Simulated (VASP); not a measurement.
# Zn in VASP: a series of runs

Runs on Zn. Level: LDA. Tasks: single point.

All numbers are computed with VASP 6.6.1; they aren't measurements. Logs are shortened: lines on timing, memory, paths and dates and some standing lists are left out, and cuts for length are marked.

## 1. The cell of the first run

It takes space group C2/m (No. 12, monoclinic). The conventional cell has a = 4.536 Å, b = 2.617 Å, c = 7.472 Å, α = 90.00°, β = 102.30°, γ = 90.00°. Within 3.5 Å of Zn (site symmetry m) lie 12 Zn at 2.62 to 2.89 Å. Within 3.5 Å of Zn (site symmetry 2/m) lie 12 Zn at 2.62 to 2.89 Å.

## 2. Single point, LDA

INCAR reads:

```
SYSTEM = Zn
PREC     = Accurate       ! precision mode
ENCUT    = 520            ! plane-wave cutoff, eV
EDIFF    = 1E-6           ! SCF threshold, eV
ISMEAR   = 0              ! smearing method
SIGMA    = 0.1            ! smearing width, eV
LREAL    = .False.        ! projectors in reciprocal space
LASPH    = .True.         ! aspherical terms in the spheres
NELM     = 80             ! most SCF steps
ALGO     = Normal         ! electronic algorithm
ISIF     = 2              ! what is computed and relaxed
LWAVE    = .False.        ! write WAVECAR
LCHARG   = .False.        ! write CHGCAR
GGA      = CA             ! functional
NBANDS   = 25             ! bands
```

KPOINTS reads:

```
Automatic mesh
0
Gamma
  10 10 3
  0 0 0
```

POSCAR reads:

```
Zn
1.0
    2.2681701736     -1.3084870100      0.0000000000
    2.2681701736      1.3084870100      0.0000000000
   -1.5917165425      0.0000000000      7.3004081919
Zn
3
Direct
    0.7780178600      0.7780178600      0.3345049800
    0.2219821400      0.2219821400      0.6654950200
    0.0000000000      0.0000000000      0.0000000000
```

Potentials or basis: VASP PAW LDA potentials, release 64 (Zn).

Command:

```sh
cat potpaw_LDA.64/Zn/POTCAR > POTCAR
mpirun -np 1 vasp_std > vasp.out
```

OUTCAR:

```text
SYSTEM = Zn
   PREC = Accurate
   ENCUT = 520
   EDIFF = 1E-6
   ISMEAR = 0
   LREAL = .False.
   LASPH = .True.
   NELM = 80
   ISIF = 2
   GGA = CA

 ion  position               nearest neighbor table
   1  0.778  0.778  0.335-   2 2.84   2 2.86   2 2.86   3 2.86   3 2.86   3 2.89
   2  0.222  0.222  0.665-   1 2.84   1 2.86   1 2.86   3 2.86   3 2.86   3 2.89
   3  0.000  0.000  0.000-   1 2.86   1 2.86   2 2.86   2 2.86   1 2.89   2 2.89

  LATTYP: Found a base centered monoclinic cell.
 ALAT       =     4.5363403472
 B/A-ratio  =     0.5768910222
 C/A-ratio  =     1.6471240986
 COS(beta)  =    -0.2130265715

  Lattice vectors:

 A1 = (   2.2681701736,  -1.3084870100,   0.0000000000)
 A2 = (   2.2681701736,   1.3084870100,   0.0000000000)
 A3 = (  -1.5917165425,   0.0000000000,   7.3004081919)

Analysis of symmetry for initial positions (statically):
=====================================================================
 Subroutine PRICEL returns:
 Original cell was already a primitive cell.

 Routine SETGRP: Setting up the symmetry group for a
 base centered monoclinic supercell.

 Subroutine GETGRP returns: Found  4 space group operations
 (whereof  4 operations were pure point group operations)
 out of a pool of  4 trial point group operations.

The static configuration has the point symmetry C_2h.

Analysis of symmetry for dynamics (positions and initial velocities):
=====================================================================
 Subroutine PRICEL returns:
 Original cell was already a primitive cell.

 Routine SETGRP: Setting up the symmetry group for a
 base centered monoclinic supercell.

 Subroutine GETGRP returns: Found  4 space group operations
 (whereof  4 operations were pure point group operations)
 out of a pool of  4 trial point group operations.

The dynamic configuration has the point symmetry C_2h.

 Subroutine INISYM returns: Found  4 space group operations
 (whereof  4 operations are pure point group operations),
 and found     1 'primitive' translations

----------------------------------------------------------------------------------------

                                     Primitive cell

  volume of cell :      43.3333

  direct lattice vectors                    reciprocal lattice vectors
     2.268170174 -1.308487010  0.000000000     0.220442013 -0.382120721  0.048063230
[... 80 lines left out ...]
   ISTART =      0    job   : 0-new  1-cont  2-samecut
   ICHARG =      2    charge: 1-file 2-atom 10-const
   ISPIN  =      1    spin polarized calculation?
   LNONCOLLINEAR =      F non collinear calculations
   LSORBIT =      F    spin-orbit coupling
   LASPH  =      T    aspherical Exc in radial PAW
   ENCUT  =  520.0 eV  38.22 Ry    6.18 a.u.   4.87  4.87 13.89*2*pi/ulx,y,z
   NELM   =     80;   NELMIN=  2; NELMDL= -5     # of ELM steps
   EDIFF  = 0.1E-05   stopping-criterion for ELM
   LREAL  =      F    real-space projection
   EDIFFG = 0.1E-04   stopping-criterion for IOM
   NSW    =      0    number of steps for IOM
   IBRION =     -1    ionic relax: 0-MD 1-quasi-New 2-CG
   NFREE  =      0    steps in history (QN), initial steepest desc. (CG)
   ISIF   =      2    stress and relaxation
   ISYM   =      2    0-nonsym 1-usesym 2-fastsym
   POTIM  = 0.5000    time-step for ionic-motion
   TEBEG  =    0.0;   TEEND  =   0.0 temperature during run
   PSTRESS=    0.0 pullay stress
   NELECT =      36.0000    total number of electrons
   NUPDOWN=      -1.0000    fix difference up-down
   EMIN   =  10.00;   EMAX   =-10.00  energy-range for DOS
   EFERMI =   0.00;   METHOD = LEGACY
   ISMEAR =     0;   SIGMA  =   0.10  broadening in eV -4-tet -1-fermi 0-gaus
   EFERMI_NEDOS =   21; number of points for ismear=-14 and -15
   IALGO  =     38    algorithm
   IMIX   =      4    mixing-type and parameters
     AMIX     =   0.40;   BMIX     =  1.00
     AMIX_MAG =   1.60;   BMIX_MAG =  1.00
  volume/ion in A,a.u.               =      14.44        97.48
  Fermi-wavevector in a.u.,A,eV,Ry     =   1.538987  2.908264 32.225138  2.368481
  Thomas-Fermi vector in A             =   2.645278
   LORBIT       =      0    0 simple, 1 ext, 2 COOP (PROOUT), +10 PAW based schemes
   GGA     = CA    functional components
   LHFCALC =     F    Hartree Fock is set to
   AEXX    =    0.0000 exact exchange contribution
   IVDW    =     0    specifies the selected vdW correction
   LEPSILON=     F    determine dielectric tensor
   LRPA    =     F    only Hartree local field effects (RPA)
 non-spin polarized calculation
 Gauss-broadening in eV      SIGMA  =   0.10
  energy-cutoff  :      520.00
  volume of cell :       43.33
 maximum number of plane-waves:      1187
   NGX =  9   NGY =  9   NGZ = 27

 number of electron      36.0000002 magnetization

 Free energy of the ion-electron system (eV)
  ---------------------------------------------------
  ext. energy  EPLUGINS =         0.00000000
  ---------------------------------------------------
  free energy    TOTEN  =        -5.62302060 eV

  energy without entropy =       -5.61932889  energy(sigma->0) =       -5.62117475

 E-fermi :   3.2265     XC(G=0): -12.1622

 val. band max:        3.2117128715   @ k =   0.5000   0.2000  -0.0000
 cond. band min:       3.2444426673   @ k =  -0.2000  -0.0000   0.3333
 fundamental gap:      0.0327297957
 Fermi energy:         3.2265212450

 k-point     1 :       0.0000    0.0000    0.0000
  band No.  band energies     occupation
      1      -7.5634      2.00000
      2      -5.8119      2.00000
      3      -5.8071      2.00000
      4      -4.8929      2.00000
      5      -4.6445      2.00000
      6      -4.6424      2.00000
[... 661 lines left out ...]
     24      12.2892      0.00000
     25      13.3009      0.00000

 [... further k-points ...]
[... 5 lines left out ...]
  --------------------------------------------------------------------------------------
  -------------------------------------------------------------------------------------
  Total       -1.3857449     -1.5661094     -0.9709996      0.0000000      0.0000000     -0.2301315
  in kB      -51.2355828    -57.9042565    -35.9010754      0.0000000      0.0000000     -8.5087234
  external PRESSURE =     -48.3469715 kB  Pullay stress =       0.0000000 kB

 VOLUME and BASIS-vectors are now :
 -----------------------------------------------------------------------------
  energy-cutoff  :      520.00
  volume of cell :       43.33
      direct lattice vectors                 reciprocal lattice vectors
     2.268170174 -1.308487010  0.000000000     0.220442013 -0.382120721  0.048063230
     2.268170174  1.308487010  0.000000000     0.220442013  0.382120721  0.048063230
    -1.591716542  0.000000000  7.300408192     0.000000000  0.000000000  0.136978642

 POSITION                                       TOTAL-FORCE (eV/Angst)
 -----------------------------------------------------------------------------------
      2.99692      0.00000      2.44202        -0.004766      0.000000      0.001518
     -0.05229      0.00000      4.85839         0.004766      0.000000     -0.001518
      0.00000      0.00000      0.00000        -0.000000     -0.000000      0.000000
 -----------------------------------------------------------------------------------
    total drift:                                0.000000     -0.000000      0.000000

  FREE ENERGIE OF THE ION-ELECTRON SYSTEM (eV)
  ---------------------------------------------------
  free  energy   TOTEN  =        -5.6230206013 eV

  energy  without entropy=       -5.6193288934  energy(sigma->0) =       -5.62117475
```

OSZICAR:

```text
N       E                     dE             d eps       ncg     rms          rms(c)
DAV:   1     0.197212146225E+03    0.19721E+03   -0.18208E+04  4404   0.233E+03
DAV:   2     0.465833360398E+01   -0.19255E+03   -0.18594E+03  4316   0.362E+02
DAV:   3    -0.595703827242E+01   -0.10615E+02   -0.10543E+02  4715   0.976E+01
DAV:   4    -0.605267741144E+01   -0.95639E-01   -0.95591E-01  4927   0.980E+00
DAV:   5    -0.605282878118E+01   -0.15137E-03   -0.15137E-03  4970   0.335E-01    0.550E+00
DAV:   6    -0.566389201071E+01    0.38894E+00   -0.16654E+00  4961   0.240E+01    0.400E+00
DAV:   7    -0.563657005314E+01    0.27322E-01   -0.69191E-02  5099   0.404E+00    0.207E+00
DAV:   8    -0.562307170743E+01    0.13498E-01   -0.50397E-03  5756   0.123E+00    0.820E-02
DAV:   9    -0.562302546411E+01    0.46243E-04   -0.66383E-04  4993   0.673E-01    0.378E-02
DAV:  10    -0.562301957969E+01    0.58844E-05   -0.12870E-04  5181   0.150E-01    0.177E-02
DAV:  11    -0.562302052479E+01   -0.94510E-06   -0.26459E-05  4511   0.670E-02    0.382E-03
DAV:  12    -0.562302060126E+01   -0.76474E-07   -0.48383E-07  2555   0.115E-02
   1 F= -.56230206E+01 E0= -.56211747E+01  d E =-.369171E-02
```

stdout:

```text
POSCAR found type information on POSCAR Zn
 POSCAR found :  1 types and       3 ions
 scaLAPACK will be used
 LDA part: xc-table for (Slater(with rela. corr.)+CA(PZ))
 , standard interpolation
 POSCAR, INCAR and KPOINTS ok, starting setup
 FFT: planning ... GRIDC
 FFT: planning ... GRID_SOFT
 FFT: planning ... GRID
 WAVECAR not read
 entering main loop
```

Wall time 33 s (1 thread of Intel Xeon Platinum 8559C (Emerald Rapids), shared host); peak memory 0.18 GiB.

Results:

| Item | Value |
| --- | --- |
| Free energy | -5.6230 eV |
| Pressure | -4.8 GPa |
| Largest force | 0.005 eV/Å |
| Band gap on the k mesh | zero (bands 18 and 19 overlap by 3.34 eV) |

Forces on the atoms (eV/Å):
```
Zn  -0.005  0.000  0.002
Zn   0.005  0.000 -0.002
Zn   0.000  0.000  0.000
```

Stress tensor (GPa, compression positive):
```
-5.12  0.00 -0.85
 0.00 -5.79  0.00
-0.85  0.00 -3.59
```

Caveat: the cell stands under tension.

## 3. Single point, LDA

INCAR reads:

```
  ALGO = Normal
  EDIFF = 1E-7
  ENCUT = 520
  ISIF = 2
  ISMEAR = 0
  LASPH = T
  LCHARG = F
  LREAL = F
  LWAVE = F
  NBANDS = 25
  NELM = 60
  PREC = Accurate
  SIGMA = 0.1
```

KPOINTS reads:

```
k-points
0
Gamma
  10 10 3
```

POSCAR is that of step 2.

Potentials or basis: VASP PAW LDA potentials, release 64 (Zn).

Command:

```sh
cat potpaw_LDA.64/Zn/POTCAR > POTCAR
mpirun -np 1 vasp_std > vasp.out
```

Wall time 34 s (1 thread of Intel Xeon Platinum 8559C (Emerald Rapids), shared host); peak memory 0.18 GiB.

Results (log left out):

```yaml
Free_energy: -5.6230 eV
Pressure: -4.8 GPa
Largest_force: 0.005 eV/Å
Band_gap_on_the_k_mesh: zero (bands 18 and 19 overlap by 3.34 eV)
```

Forces on the atoms (eV/Å):
```
Zn  -0.005  0.000  0.002
Zn   0.005  0.000 -0.002
Zn   0.000  0.000  0.000
```

Stress tensor (GPa, compression positive):
```
-5.13  0.00 -0.85
 0.00 -5.79  0.00
-0.85  0.00 -3.59
```

Levels at points of the mesh, in eV from the Fermi level:
| k point | band 15 | band 16 | band 17 | band 18 | band 19 | band 20 | band 21 | band 22 |
| --- | --- | --- | --- | --- | --- | --- | --- | --- |
| (0.00, 0.00, 0.00) | -7.26 | -7.25 | -7.01 | -6.98 | 1.67 | 1.73 | 13.99 | 17.85 |
| (0.50, 0.00, 0.00) | -7.00 | -2.90 | -2.22 | -1.67 | 0.57 | 1.18 | 2.06 | 6.66 |
| (0.50, 0.50, 0.00) | -7.00 | -2.58 | -2.40 | -1.93 | -0.28 | 2.14 | 3.63 | 4.53 |

Caveat: the cell stands under tension.

## 4. Single point, LDA

INCAR reads:

```
ALGO = Fast
EDIFF = 1E-6
ENCUT = 520
GGA = CA
ISIF = 2
ISMEAR = 0
LASPH = T
LCHARG = F
LREAL = F
LWAVE = F
NBANDS = 25
NELM = 60
PREC = Accurate
SIGMA = 0.1
```

KPOINTS is that of step 3.

POSCAR is that of step 3.

Command:

```sh
cat potpaw_LDA.64/Zn/POTCAR > POTCAR
mpirun -np 1 vasp_std > vasp.out
```

Wall time 37 s (1 thread of Intel Xeon Platinum 8559C (Emerald Rapids), shared host); peak memory 0.18 GiB.

The run converged. Its results:

| Property | Result |
| --- | --- |
| Free energy | -5.6230 eV |
| Pressure | -5.2 GPa |
| Largest force | 0.005 eV/Å |
| Band gap on the k mesh | zero (bands 18 and 19 overlap by 3.34 eV) |

Forces on the atoms (eV/Å):
```
Zn  -0.005  0.000  0.002
Zn   0.005  0.000 -0.002
Zn   0.000  0.000  0.000
```

Stress tensor (GPa, compression positive):
```
-5.46  0.00 -0.85
 0.00 -6.12  0.00
-0.85  0.00 -3.92
```

Levels at points of the mesh, in eV from the Fermi level:
| k point | band 16 | band 17 | band 18 | band 19 | band 20 | band 21 |
| --- | --- | --- | --- | --- | --- | --- |
| (0.00, 0.00, 0.00) | -7.25 | -7.01 | -6.98 | 1.67 | 1.73 | 13.99 |
| (0.50, 0.00, 0.00) | -2.90 | -2.22 | -1.67 | 0.57 | 1.18 | 2.06 |
| (0.50, 0.50, 0.00) | -2.58 | -2.40 | -1.93 | -0.28 | 2.14 | 3.63 |

Caveat: the cell stands under tension.

## 5. Single point, LDA

INCAR reads:

```
PREC = Accurate ; ENCUT = 520
EDIFF = 1E-7 ; ISMEAR = 1
SIGMA = 0.05 ; LREAL = False
LASPH = True ; NELM = 80
ALGO = Fast ; ISIF = 2
LWAVE = False ; LCHARG = False
GGA = CA ; NBANDS = 25
```

KPOINTS reads:

```
Automatic mesh
0
Gamma
  8 8 3
```

POSCAR reads:

```
Zn
1.0
    2.2681701736     -1.3084870100      0.0000000000
    2.2681701736      1.3084870100      0.0000000000
   -1.5917165425      0.0000000000      7.3004081919
Zn
3
Direct
    0.7957720000      0.7623420000      0.3380220000
    0.2277230000      0.2232540000      0.6708490000
   -0.0010090000      0.0084540000     -0.0005550000
```

Command:

```sh
cat potpaw_LDA.64/Zn/POTCAR > POTCAR
mpirun -np 1 vasp_std > vasp.out
```

Run time: 47 s. Hardware: 1 thread of Intel Xeon Platinum 8559C (Emerald Rapids), shared host; peak memory 0.19 GiB.

The run converged. Its results:

```
Free energy            : -5.5320 eV
Pressure               : -4.7 GPa
Largest force          : 0.059 eV/Å
Band gap on the k mesh : zero (bands 18 and 19 overlap by 3.21 eV)
```

Forces on the atoms (eV/Å):
```
Zn   0.003  0.028  0.012
Zn   0.004 -0.003 -0.059
Zn  -0.007 -0.026  0.047
```

Stress tensor (GPa, compression positive):
```
-3.39  0.12 -1.16
 0.12 -5.72 -0.07
-1.16 -0.07 -4.86
```

Levels at points of the mesh, in eV from the Fermi level:
```tsv
k point	band 14	band 15	band 16	band 17	band 18	band 19	band 20	band 21	band 22	band 23
(0.00, 0.00, 0.00)	-7.09	-7.08	-7.08	-6.86	-6.78	1.80	1.95	14.17	18.02	18.71
(0.50, 0.00, 0.00)	-6.82	-6.82	-2.74	-2.01	-1.48	0.71	1.33	2.25	6.83	8.05
(0.00, 0.50, 0.00)	-6.82	-6.82	-2.71	-2.07	-1.52	0.78	1.38	2.24	6.81	8.02
(0.50, 0.50, 0.00)	-6.83	-6.82	-2.40	-2.24	-1.73	-0.11	2.29	3.82	4.70	6.71
```

Caveat: the cell stands under tension.

The gap in the log of VASP goes by the Fermi energy; the results here count the filled bands.